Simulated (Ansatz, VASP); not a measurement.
# Two plane-wave programs on P

```
P
1.0
     1.71767   -4.92261    0.00000
     1.71767    4.92261    0.00000
     0.00000    0.00000    3.65330
P
4
Direct
  0.11184 0.88816 0.94924
  0.61184 0.38816 0.55076
  0.88816 0.11184 0.05076
  0.38816 0.61184 0.44924
```

Alike in both runs: functional PBEsol; dispersion D3(BJ); k mesh 6 × 6 × 4; occupations gaussian, width 0.1 eV; no spin polarisation.

Ansatz relaxed the structure, and its values are those at the end. VASP's run is a single point on that final structure, the one shown.

|  | VASP | Ansatz |
| --- | --- | --- |
| version | VASP 6.6.1 | Ansatz 0.2.0 |
| potentials or method | VASP PAW PBE potentials, release 64 (P), cutoff 520 eV | scalar-relativistic, plane waves, PAW |
| valence electrons in the cell | 20 | 20 |

Ansatz gave:

```
gap on the k mesh at the Fermi level (eV) : none
pressure (GPa)                            : 0.0
rms of the force components (eV/Å)        : 0.012
```

**Question.** Estimate VASP's values.

**Answer.** gap on the k mesh at the Fermi level (eV): none; pressure (GPa): 0.0; rms of the force components (eV/Å): 0.026.

VASP's potentials were made for PBE, not for PBEsol. A gap of «none» marks a metal or a gap that the smearing closes.

The k mesh is coarse, so the values compare programs but aren't converged.
